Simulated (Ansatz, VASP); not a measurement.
# Two plane-wave programs on Si3Ge2

INCAR

```
ALGO = Normal ; EDIFF = 1E-7
EDIFFG = -0.04 ; ENCUT = 600
GGA = PE ; IBRION = 2
ISIF = 3 ; ISMEAR = 0
LASPH = T ; LCHARG = F
LREAL = F ; LWAVE = F
NELM = 60 ; NSW = 90
PREC = Accurate ; SIGMA = 0.1
```

KPOINTS

```
k-points
0
Gamma
  6 6 1
```

Contents of POSCAR:

```
Si3Ge2
1.0
    2.8926279200      0.0000000000      0.0000000000
   -1.4463139600      2.5050892600      0.0000000000
    0.0000000000      0.0000000000     23.2275622700
Si Ge
6 4
Direct
    0.3333333300      0.6666666700      0.6500000000
    0.3333333300      0.6666666700      0.8500000000
    0.3333333300      0.6666666700      0.2500000000
    0.6666666700      0.3333333300      0.7500000000
    0.6666666700      0.3333333300      0.1500000000
    0.6666666700      0.3333333300      0.3500000000
    0.3333333300      0.6666666700      0.0500000000
    0.3333333300      0.6666666700      0.4500000000
    0.6666666700      0.3333333300      0.9500000000
    0.6666666700      0.3333333300      0.5500000000
```

Input for Ansatz:

```yaml
crystal:
  lattice:
    - [2.89262792, 0.0, 0.0]
    - [-1.44631396, 2.50508926, 0.0]
    - [0.0, 0.0, 23.22756227]
  atoms:
    - { symbol: Si, position: [0.33333333, 0.66666667, 0.65] }
    - { symbol: Si, position: [0.33333333, 0.66666667, 0.85] }
    - { symbol: Si, position: [0.33333333, 0.66666667, 0.25] }
    - { symbol: Si, position: [0.66666667, 0.33333333, 0.75] }
    - { symbol: Si, position: [0.66666667, 0.33333333, 0.15] }
    - { symbol: Si, position: [0.66666667, 0.33333333, 0.35] }
    - { symbol: Ge, position: [0.33333333, 0.66666667, 0.05] }
    - { symbol: Ge, position: [0.33333333, 0.66666667, 0.45] }
    - { symbol: Ge, position: [0.66666667, 0.33333333, 0.95] }
    - { symbol: Ge, position: [0.66666667, 0.33333333, 0.55] }
basis:
  ecutwfc: 420
kpoints:
  mp_grid: { grid: [6, 6, 1] }
hamiltonian:
  xc: pbe
scf:
  occupations: { method: gaussian, width: 0.1 }
  lower_state_search: "off"
output:
  forces: true
  stress: true
  eigenvalues: true
relax:
  adjacent_minimum: "off"
  f_tol: 0.04
  max_steps: 70
  cell: { stress_tol: 0.4 }
```

Alike in both runs: task relaxation of cell and atoms; functional PBE; k mesh 6 × 6 × 1; occupations gaussian, width 0.1 eV; no spin polarisation.

|  | VASP | Ansatz |
| --- | --- | --- |
| version | VASP 6.6.1 | Ansatz 0.2.0 |
| potentials or method | VASP PAW PBE potentials, release 64 (Si, Ge_d), cutoff 600 eV | scalar-relativistic, plane waves, PAW |
| valence electrons in the cell | 80 | 80 |

VASP gave:

| Property | Result |
| --- | --- |
| gap on the k mesh at the Fermi level, each at its own relaxed structure (eV) | none |
| relaxed volume (Å³/atom) | 16.82 |
| relaxed cell length with the largest relative difference (Å) | 21.990 |

What did Ansatz give for the same quantities?

gap on the k mesh at the Fermi level, each at its own relaxed structure (eV): none; relaxed volume (Å³/atom): 16.82; relaxed cell length with the largest relative difference (Å): 21.997.

A gap of «none» marks a metal or a gap that the smearing closes.

The k mesh is coarse, so the values compare programs but aren't converged.
